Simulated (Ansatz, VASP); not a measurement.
TiC: VASP beside Ansatz

```
Ti C
1.0
     0.02023    2.16400    2.16400
     2.16400    0.02023    2.16400
     2.18423    2.18423    0.00000
Ti C
1 1
Direct
  0.00000 0.00000 0.00000
  0.50000 0.50000 0.50000
```

Change from the starting cell: strain +0.0187 x Voigt [0, 0, 0, 0, 0, 1], atoms carried along.

Alike in both runs: task single point; functional PBEsol; k mesh 18 × 18 × 18; occupations gaussian, width 0.15 eV; no spin polarisation.

|  | VASP | Ansatz |
| --- | --- | --- |
| version | VASP 6.6.1 | Ansatz 0.2.0 |
| potentials or method | VASP PAW PBE potentials, release 64 (Ti_sv, C), cutoff 520 eV | scalar-relativistic, plane waves, PAW |
| valence electrons in the cell | 16 | 16 |

VASP gave:

```
gap on the k mesh at the Fermi level (eV)                     : none
pressure (GPa)                                                : -5.9
traceless stress, the component that is largest in VASP (GPa) : -3.11
```

Task: Which values does Ansatz return?

Result: gap on the k mesh at the Fermi level (eV): none; pressure (GPa): -6.1; traceless stress, the component that is largest in VASP (GPa): -3.12.

VASP's potentials were made for PBE, not for PBEsol. A gap of «none» marks a metal or a gap that the smearing closes.
